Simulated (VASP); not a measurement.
Set up this calculation in VASP 6.6.1, as the native input.

* Task: single point
* Functional: LDA
* Potentials or basis: VASP PAW LDA potentials, release 64 (Pt)
* Cutoff: 520 eV
* k mesh: 22 × 22 × 22
* Occupations: gaussian, width 0.15 eV
* Spin: no spin polarisation
* Dipole correction: no
* Further INCAR settings: ALGO = Fast; EDIFF = 1e-07; NBANDS = 11

The structure of Pt lies in POSCAR:

```
Pt
1.0
    0.0000000000      2.1954414025      1.7146397353
    2.1954414025      0.0000000000      1.7146397353
    2.1954414025      2.1954414025      0.0000000000
Pt
1
Direct
    0.0000000000      0.0000000000      0.0000000000
```

This cell differs from its parent crystal: volume 16.529 Å^3 an atom, c/a of the conventional cell 0.7810.

The input as run:

INCAR

```
SYSTEM = Pt
PREC = Accurate
ENCUT = 520
EDIFF = 1E-7
ISMEAR = 0
SIGMA = 0.15
LREAL = .False.
LASPH = .True.
NELM = 100
ALGO = Fast
ISIF = 2
LWAVE = .False.
LCHARG = .False.
GGA = CA
NBANDS = 11
```

KPOINTS

```
Automatic mesh
0
Gamma
  22 22 22
  0 0 0
```

Potentials or basis: VASP PAW LDA potentials, release 64 (Pt).

Command:

```console
$ cat potpaw_LDA.64/Pt/POTCAR > POTCAR
$ mpirun -np 1 vasp_std > vasp.out
```

It gave:

- Pressure: -23.0 GPa
- Band gap on the k mesh: zero (band 5 reaches 10.27 eV, above the bottom of band 6 at 8.40 eV)

Caveat: spin-orbit coupling is left out, which moves the levels of the heavy elements.

Run time: 84 s on 1 thread of Intel Xeon 6975P-C (shared host), peak memory 0.26 GiB.
